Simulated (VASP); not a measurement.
Set up this calculation in VASP 6.6.1, as the native input.

```
Task                    : density of states
Functional              : PBE
Potentials or basis     : VASP PAW PBE potentials, release 64 (Tc_pv)
Cutoff                  : 520 eV
k mesh                  : 15 × 15 × 8
Occupations             : gaussian, width 0.05 eV
Spin                    : no spin polarisation
Dipole correction       : no
k mesh for the DOS      : 23 × 23 × 12
Occupations for the DOS : tetrahedron
Further INCAR settings  : ALGO = Normal; EDIFF = 1e-06; NBANDS = 20
```

Tc:

```xyz
2
Lattice="2.7400 0.0000 0.0000 -1.3700 2.3729 0.0000 0.0000 0.0000 4.3980" Properties=species:S:1:pos:R:3 pbc="T T T"
Tc    0.0000    1.5819    1.0995
Tc    1.3700    0.7910    3.2985
```

The input as run:

POSCAR

```
Tc
1.0
    2.7400000000      0.0000000000      0.0000000000
   -1.3700000000      2.3729096064      0.0000000000
    0.0000000000      0.0000000000      4.3980000000
Tc
2
Direct
    0.3333333333      0.6666666667      0.2500000000
    0.6666666667      0.3333333333      0.7500000000
```

INCAR.step1

```
ALGO = Normal ; EDIFF = 1E-6
ENCUT = 520 ; GGA = PE
ISIF = 2 ; ISMEAR = 0
LASPH = True ; LCHARG = True
LMAXMIX = 4 ; LREAL = False
LWAVE = False ; NBANDS = 20
NELM = 60 ; PREC = Accurate
SIGMA = 0.05
```

KPOINTS.step1

```
k-points
0
Gamma
  15 15 8
```

INCAR.step2

```
ALGO = Normal ; EDIFF = 1E-6
ENCUT = 520 ; GGA = PE
ICHARG = 11 ; ISIF = 2
ISMEAR = -5 ; LASPH = True
LCHARG = False ; LMAXMIX = 4
LORBIT = 10 ; LREAL = False
LWAVE = False ; NBANDS = 20
NEDOS = 1001 ; NELM = 60
PREC = Accurate ; SIGMA = 0.05
```

KPOINTS.step2

```
k-points
0
Gamma
  23 23 12
```

Potentials or basis: VASP PAW PBE potentials, release 64 (Tc_pv).

The run is started by

```console
$ cat potpaw_PBE.64/Tc_pv/POTCAR > POTCAR
$ cp INCAR.step1 INCAR
$ cp KPOINTS.step1 KPOINTS
$ mpirun -np 1 vasp_std > vasp.out
$ cp INCAR.step2 INCAR
$ cp KPOINTS.step2 KPOINTS
$ mpirun -np 1 vasp_std > vasp.out
```

Results of the run:

```yaml
Valence_electrons_inside_the_program's_atomic_spheres: Tc 12.10
```

Run time: 83 s on 1 thread of Oxide Virtual Turin-like Processor (shared host), peak memory 0.26 GiB.
